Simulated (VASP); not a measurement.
# Ga2Sb2CO in VASP: notebook

Ga2Sb2CO is run at these levels: PBE+D3(BJ); tasks: single point.

Everything below comes from runs of VASP 6.6.1. Logs are shortened: lines on timing, memory, paths and dates and some standing lists are left out, and cuts for length are marked.

### Step 1. The cell of the first run

The cell holds a slab with vacuum, 6 atoms: a = 4.334 Å, b = 4.334 Å, c = 23.620 Å, α = 90.00°, β = 90.00°, γ = 120.00°.

### Step 2. Single point, PBE+D3(BJ)

File INCAR:

```
SYSTEM = Ga2Sb2CO
PREC = Accurate
ENCUT = 520
EDIFF = 1E-6
ISMEAR = 0
SIGMA = 0.1
LREAL = .False.
LASPH = .True.
NELM = 80
ALGO = Normal
ISIF = 2
LWAVE = .False.
LCHARG = .False.
LDIPOL = .True.
IDIPOL = 3
DIPOL = 0.5 0.5 0.352
GGA = PE
IVDW = 12
NBANDS = 32
```

File KPOINTS:

```
Automatic mesh
0
Gamma
  6 6 1
  0 0 0
```

File POSCAR:

```
Ga2Sb2CO
1.0
    4.3343814647      0.0000000000      0.0000000000
   -2.1671907324      3.7536844581      0.0000000000
    0.0000000000      0.0000000000     23.6197422994
Sb Ga O C
2 2 1 1
Direct
    0.0000000000      0.0000000000      0.1693498578
    0.3333333333      0.6666666667      0.3259656336
    0.3333333333      0.6666666667      0.2068080104
    0.6666666667      0.3333333333      0.3585874135
    0.8888888889      0.7777777778      0.5025347927
    0.8888888889      0.7777777778      0.5512228768
```

Potentials or basis: VASP PAW PBE potentials, release 64 (Sb, Ga_d, O, C).

Command:

```sh
$ cat potpaw_PBE.64/Sb/POTCAR potpaw_PBE.64/Ga_d/POTCAR potpaw_PBE.64/O/POTCAR potpaw_PBE.64/C/POTCAR > POTCAR
$ mpirun -np 1 vasp_std > vasp.out
```

OUTCAR:

```text
SYSTEM = Ga2Sb2CO
   PREC = Accurate
   ENCUT = 520
   EDIFF = 1E-6
   ISMEAR = 0
   LREAL = .False.
   LASPH = .True.
   NELM = 80
   ISIF = 2
   GGA = PE
   IVDW = 12
 IVDW          = 12

 ion  position               nearest neighbor table
   1  0.000  0.000  0.169-   3 2.65   3 2.65   3 2.65
   2  0.333  0.667  0.326-   4 2.62   4 2.62   4 2.62   3 2.81
   3  0.333  0.667  0.207-   1 2.65   1 2.65   1 2.65   2 2.81
   4  0.667  0.333  0.359-   2 2.62   2 2.62   2 2.62
   5  0.889  0.778  0.503-   6 1.15
   6  0.889  0.778  0.551-   5 1.15

  LATTYP: Found a hexagonal cell.
 ALAT       =     4.3343814647
 C/A-ratio  =     5.4493916818

  Lattice vectors:

 A1 = (   4.3343814647,   0.0000000000,   0.0000000000)
 A2 = (  -2.1671907324,   3.7536844581,   0.0000000000)
 A3 = (   0.0000000000,   0.0000000000,  23.6197422994)

Analysis of symmetry for initial positions (statically):
=====================================================================
 Subroutine PRICEL returns:
 Original cell was already a primitive cell.

 Routine SETGRP: Setting up the symmetry group for a
 hexagonal supercell.

 Subroutine GETGRP returns: Found  2 space group operations
 (whereof  2 operations were pure point group operations)
 out of a pool of 24 trial point group operations.

The static configuration has the point symmetry C_1h.

Analysis of symmetry for dynamics (positions and initial velocities):
=====================================================================
 Subroutine PRICEL returns:
 Original cell was already a primitive cell.

 Routine SETGRP: Setting up the symmetry group for a
 hexagonal supercell.

 Subroutine GETGRP returns: Found  2 space group operations
 (whereof  2 operations were pure point group operations)
 out of a pool of 24 trial point group operations.

The dynamic configuration has the point symmetry C_1h.

 Subroutine INISYM returns: Found  2 space group operations
 (whereof  2 operations are pure point group operations),
 and found     1 'primitive' translations

----------------------------------------------------------------------------------------

                                     Primitive cell

  volume of cell :     384.2909

  direct lattice vectors                    reciprocal lattice vectors
     4.334381465  0.000000000  0.000000000     0.230713427  0.133202459  0.000000000
    -2.167190732  3.753684458  0.000000000     0.000000000  0.266404918  0.000000000
     0.000000000  0.000000000 23.619742299     0.000000000  0.000000000  0.042337464

  length of vectors
     4.334381465  4.334381465 23.619742299     0.266404918  0.266404918  0.042337464

  position of ions in fractional coordinates (direct lattice)
     0.000000000  0.000000000  0.169349858
     0.333333333  0.666666667  0.325965634
     0.333333333  0.666666667  0.206808010
     0.666666667  0.333333333  0.358587413
     0.888888889  0.777777778  0.502534793
     0.888888889  0.777777778  0.551222877

  ion indices of the primitive-cell ions
   primitive index   ion index
                 1           1
                 2           2
                 3           3
                 4           4
                 5           5
                 6           6

----------------------------------------------------------------------------------------

 KPOINTS: Automatic mesh

Automatic generation of k-mesh.
 Grid dimensions read from file:
 generate k-points for:    6    6    1

 Generating k-lattice:

  Cartesian coordinates                     Fractional coordinates (reciprocal lattice)
     0.038452238  0.022200410  0.000000000     0.166666667  0.000000000  0.000000000
     0.000000000  0.044400820  0.000000000     0.000000000  0.166666667  0.000000000
     0.000000000  0.000000000  0.042337464     0.000000000  0.000000000  1.000000000

  Length of vectors
     0.044400820  0.044400820  0.042337464

  Shift w.r.t. Gamma in fractional coordinates (k-lattice)
     0.000000000  0.000000000  0.000000000

 Subroutine IBZKPT returns following result:
 ===========================================

 Found     13 irreducible k-points:

 Following reciprocal coordinates:
            Coordinates               Weight
  0.000000  0.000000  0.000000      1.000000
  0.166667  0.000000  0.000000      4.000000
  0.000000  0.166667  0.000000      2.000000
  0.333333  0.000000  0.000000      4.000000
  0.000000  0.333333  0.000000      2.000000
  0.500000  0.000000  0.000000      2.000000
  0.000000  0.500000  0.000000      1.000000
  0.166667  0.166667  0.000000      4.000000
 -0.333333  0.166667  0.000000      2.000000
  0.333333  0.166667  0.000000      4.000000
 -0.166667  0.500000  0.000000      4.000000
  0.500000  0.333333  0.000000      4.000000
  0.333333  0.333333  0.000000      2.000000
   k-points           NKPTS =     13   k-points in BZ     NKDIM =     13   number of bands    NBANDS=     32
   number of dos      NEDOS =    301   number of ions     NIONS =      6
   total plane-waves  NPLWV = 184320
   dimension x,y,z NGX =    32 NGY =   32 NGZ =  180
   dimension x,y,z NGXF=    64 NGYF=   64 NGZF=  360
   ions per type =               2   2   1   1
   NGX,Y,Z   is equivalent  to a cutoff of  12.27, 12.27, 12.67 a.u.
   NGXF,Y,Z  is equivalent  to a cutoff of  24.55, 24.55, 25.34 a.u.
 SYSTEM =  Ga2Sb2CO
   PREC   = accura    normal or accurate (medium, high low for compatibility)
   ISTART =      0    job   : 0-new  1-cont  2-samecut
   ICHARG =      2    charge: 1-file 2-atom 10-const
   ISPIN  =      1    spin polarized calculation?
   LNONCOLLINEAR =      F non collinear calculations
   LSORBIT =      F    spin-orbit coupling
   LASPH  =      T    aspherical Exc in radial PAW
   ENCUT  =  520.0 eV  38.22 Ry    6.18 a.u.   8.06  8.06 43.92*2*pi/ulx,y,z
   NELM   =     80;   NELMIN=  2; NELMDL= -5     # of ELM steps
   EDIFF  = 0.1E-05   stopping-criterion for ELM
   LREAL  =      F    real-space projection
   EDIFFG = 0.1E-04   stopping-criterion for IOM
   NSW    =      0    number of steps for IOM
   IBRION =     -1    ionic relax: 0-MD 1-quasi-New 2-CG
   NFREE  =      0    steps in history (QN), initial steepest desc. (CG)
   ISIF   =      2    stress and relaxation
   ISYM   =      2    0-nonsym 1-usesym 2-fastsym
   POTIM  = 0.5000    time-step for ionic-motion
   TEBEG  =    0.0;   TEEND  =   0.0 temperature during run
   PSTRESS=    0.0 pullay stress
   NELECT =      46.0000    total number of electrons
   NUPDOWN=      -1.0000    fix difference up-down
   EMIN   =  10.00;   EMAX   =-10.00  energy-range for DOS
   EFERMI =   0.00;   METHOD = LEGACY
   ISMEAR =     0;   SIGMA  =   0.10  broadening in eV -4-tet -1-fermi 0-gaus
   EFERMI_NEDOS =   21; number of points for ismear=-14 and -15
   IALGO  =     38    algorithm
   IMIX   =      4    mixing-type and parameters
     AMIX     =   0.40;   BMIX     =  1.00
     AMIX_MAG =   1.60;   BMIX_MAG =  1.00
  volume/ion in A,a.u.               =      64.05       432.22
  Fermi-wavevector in a.u.,A,eV,Ry     =   0.806815  1.524660  8.856724  0.650951
  Thomas-Fermi vector in A             =   1.915318
   LORBIT       =      0    0 simple, 1 ext, 2 COOP (PROOUT), +10 PAW based schemes
   GGA     = PE    functional components
   LHFCALC =     F    Hartree Fock is set to
   AEXX    =    0.0000 exact exchange contribution
   IVDW    =    12    specifies the selected vdW correction
   LEPSILON=     F    determine dielectric tensor
   LRPA    =     F    only Hartree local field effects (RPA)
 non-spin polarized calculation
 Gauss-broadening in eV      SIGMA  =   0.10
  energy-cutoff  :      520.00
  volume of cell :      384.29
 maximum number of plane-waves:     10378
   NGX = 17   NGY = 17   NGZ = 87

 dipolmoment           0.000000      0.000000      0.000050 electrons x Angstroem

 number of electron      46.0000011 magnetization

 dipolmoment           0.000000      0.000000     -0.097869 electrons x Angstroem

 Free energy of the ion-electron system (eV)
  ---------------------------------------------------
  ext. energy  EPLUGINS =         0.00000000
  ---------------------------------------------------
  free energy    TOTEN  =       -28.26537734 eV

  energy without entropy =      -28.25893824  energy(sigma->0) =      -28.26215779

 E-fermi :  -0.9759     XC(G=0):  -4.1536

 val. band max:       -0.9938229964   @ k =   0.0000   0.0000   0.0000
 cond. band min:      -0.9536052583   @ k =   0.3333   0.3333   0.0000
 fundamental gap:      0.0402177382
 Fermi energy:        -0.9758770533

 k-point     1 :       0.0000    0.0000    0.0000
  band No.  band energies     occupation
      1     -26.8630      2.00000
      2     -16.5328      2.00000
      3     -16.4866      2.00000
      4     -16.4860      2.00000
      5     -16.4253      2.00000
      6     -16.4249      2.00000
[... 24 lines left out ...]
     31       2.4416      0.00000
     32       2.7399      0.00000

 k-point     2 :       0.1667    0.0000    0.0000
  band No.  band energies     occupation
      1     -26.8613      2.00000
      2     -16.5291      2.00000
      3     -16.4905      2.00000
      4     -16.4865      2.00000
      5     -16.4275      2.00000
      6     -16.4209      2.00000
[... 24 lines left out ...]
     31       2.8608      0.00000
     32       2.9425      0.00000
[... 348 lines left out ...]
     31       3.7638      0.00000
     32       4.0734      0.00000

 k-point    13 :       0.3333    0.3333    0.0000
  band No.  band energies     occupation
      1     -26.8551      2.00000
      2     -16.5128      2.00000
      3     -16.5061      2.00000
      4     -16.4894      2.00000
      5     -16.4331      2.00000
      6     -16.4093      2.00000
[... 24 lines left out ...]
     31       4.3297      0.00000
     32       4.5646      0.00000

------------------------ aborting loop because EDIFF is reached ----------------------------------------

 vacuum level on the upper side and lower side of the slab       (xc-potential included)        -0.626         0.439

 Edisp (eV)   -0.98473

 E8    (eV) :    -0.4591

  FORCE on cell =-STRESS in cart. coord.  units (eV):
  Direction    XX          YY          ZZ          XY          YZ          ZX
  --------------------------------------------------------------------------------------
  -------------------------------------------------------------------------------------
  Total      -0.06544    -0.05344    -1.16460     0.00000     0.02703    -0.00000
  in kB      -0.27281    -0.22282    -4.85543     0.00000     0.11268    -0.00000
  external pressure =       -1.78 kB  Pullay stress =        0.00 kB

 VOLUME and BASIS-vectors are now :
 -----------------------------------------------------------------------------
  energy-cutoff  :      520.00
  volume of cell :      384.29
      direct lattice vectors                 reciprocal lattice vectors
     4.334381465  0.000000000  0.000000000     0.230713427  0.133202459  0.000000000
    -2.167190732  3.753684458  0.000000000     0.000000000  0.266404918  0.000000000
     0.000000000  0.000000000 23.619742299     0.000000000  0.000000000  0.042337464

 POSITION                                       TOTAL-FORCE (eV/Angst)
 -----------------------------------------------------------------------------------
      0.00000      0.00000      4.00000         0.000000     -0.000119      0.165910
     -0.00000      2.50246      7.69922         0.000000     -0.003876     -0.013977
     -0.00000      2.50246      4.88475         0.000000     -0.000029     -0.143283
      2.16719      1.25123      8.46974         0.000000     -0.004724      0.016398
      2.16719      2.91953     11.86974        -0.000000      0.012386      0.670662
      2.16719      2.91953     13.01974         0.000000     -0.003638     -0.695710
 -----------------------------------------------------------------------------------
    total drift:                               -0.000002      0.000520      0.001436

  FREE ENERGIE OF THE ION-ELECTRON SYSTEM (eV)
  ---------------------------------------------------
  free  energy   TOTEN  =       -29.2501083065 eV

  energy  without entropy=      -29.2436692001  energy(sigma->0) =      -29.24688875

 vacuum level on the upper side and lower side of the slab         2.802         3.892
```

Wall time 2.9 min (1 thread of Intel Xeon 6975P-C (Granite Rapids), shared host); peak memory 0.56 GiB.

What came out:

```
Free energy                : -29.2501 eV
Largest force              : 0.696 eV/Å
Band gap on the k mesh     : 0.04 eV (least direct gap 0.14 eV)
Dispersion energy per atom : -0.164 eV
```

Forces on the atoms (eV/Å):
```
Sb   0.000  0.000  0.166
Sb   0.000 -0.004 -0.014
Ga   0.000  0.000 -0.143
Ga   0.000 -0.005  0.016
O    0.000  0.012  0.671
C    0.000 -0.004 -0.696
```

Caveat: spin-orbit coupling is left out, which moves the levels of the heavy elements.

### Step 3. Single point, PBE+D3(BJ)

File INCAR:

```
SYSTEM = Ga2Sb2CO
  PREC = Accurate
  ENCUT = 520
  EDIFF = 1E-6
  ISMEAR = 0
  SIGMA = 0.1
  LREAL = .FALSE.
  LASPH = .TRUE.
  NELM = 100
  ALGO = Normal
  ISIF = 2
  LWAVE = .FALSE.
  LCHARG = .FALSE.
  LDIPOL = .TRUE.
  IDIPOL = 3
  DIPOL = 0.5 0.5 0.352
  GGA = PE
  IVDW = 12
  NBANDS = 32
```

File KPOINTS:

```
Automatic mesh
0
G
  6 6 1
  0 0 0
```

POSCAR, as its differences from that of step 2:

```diff
@@ -12,3 +12,3 @@
     0.6666666667      0.3333333333      0.3585874135
-    0.8888888889      0.7777777778      0.5025347927
-    0.8888888889      0.7777777778      0.5512228768
+    1.1111111111      0.5555555556      0.5025347927
+    1.1111111111      0.5555555556      0.5512228768
```

Potentials or basis: VASP PAW PBE potentials, release 64 (Sb, Ga_d, O, C).

Command:

```sh
$ cat potpaw_PBE.64/Sb/POTCAR potpaw_PBE.64/Ga_d/POTCAR potpaw_PBE.64/O/POTCAR potpaw_PBE.64/C/POTCAR > POTCAR
$ mpirun -np 1 vasp_std > vasp.out
```

Run time: 2.8 min. Hardware: 1 thread of Intel Xeon 6975P-C (Granite Rapids), shared host; peak memory 0.56 GiB.

Results (log left out):

```yaml
Free_energy: -29.2426 eV
Largest_force: 0.695 eV/Å
Band_gap_on_the_k_mesh: 0.04 eV (least direct gap 0.15 eV)
Dispersion_energy_per_atom: -0.164 eV
```

Forces in eV/Å, atoms in the order of the input:
```
Sb   0.003  0.002  0.164
Sb  -0.002 -0.001 -0.033
Ga  -0.001  0.000 -0.137
Ga  -0.001 -0.001  0.011
O    0.001  0.000  0.691
C    0.000  0.000 -0.695
```

Levels at points of the mesh, in eV from the valence-band top:
```csv
k point,band 20,band 21,band 22,band 23,band 24,band 25,band 26,band 27
"(0.00, 0.00, 0.00)",-1.13,-1.12,0.00,0.00,0.15,0.88,1.43,1.43
"(0.50, 0.00, 0.00)",-2.52,-2.47,-1.30,-1.20,0.38,0.68,1.18,1.29
"(0.00, 0.50, 0.00)",-2.52,-2.46,-1.30,-1.19,0.38,0.66,1.18,1.29
```

Caveat: spin-orbit coupling is left out, which moves the levels of the heavy elements.
